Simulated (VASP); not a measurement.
Runs of VASP 6.6.1 on Ru. The structure is that of space group P6_3/mmc (No. 194), or close to it. The cells are those of the table. 

```tsv
task	cell	cutoff (eV)	gap on the mesh (eV)	pressure (GPa)
single point	a = 2.433, b = 2.433, c = 3.882 Å, angles 90.0, 90.0, 120.0°, 2 atoms	520	none	194.3
single point	a = 2.674, b = 2.674, c = 4.226 Å, angles 90.0, 90.0, 120.0°, 2 atoms	500	none	1.0
single point	a = 2.342, b = 2.342, c = 3.748 Å, angles 90.0, 90.0, 120.0°, 2 atoms	520	none	348.9
single point	a = 2.518, b = 2.518, c = 4.005 Å, angles 90.0, 90.0, 120.0°, 2 atoms	500	none	98.6
single point	a = 2.598, b = 2.598, c = 4.120 Å, angles 90.0, 90.0, 120.0°, 2 atoms	500	none	(a)
single point	a = 2.433, b = 2.433, c = 3.882 Å, angles 90.0, 90.0, 120.0°, 2 atoms	500	none	194.3
relaxation of shape and atoms at fixed volume	relaxed from a = 2.352, b = 2.352, c = 3.716 Å, angles 90.0, 90.0, 120.0°, 2 atoms	600	none	348.9
```

Alike in all rows: level LDA; potentials or basis VASP PAW LDA potentials, release 64 (Ru_pv); no spin polarisation; k mesh 18 × 18 × 10; smearing fermi-dirac 0.08 eV.

**Question.** Estimate the missing entries.

**Answer.** (a) 38.7.

Caveats: the cell stands under pressure (at least some runs); an empty level that is flat over the whole mesh can mark a ghost state of the potentials, or a narrow d or f band (at least some runs).

A k mesh can miss the band edges, and the runs leave out spin-orbit coupling on Ru.

A gap of «none» marks levels without a gap at the run's occupations.
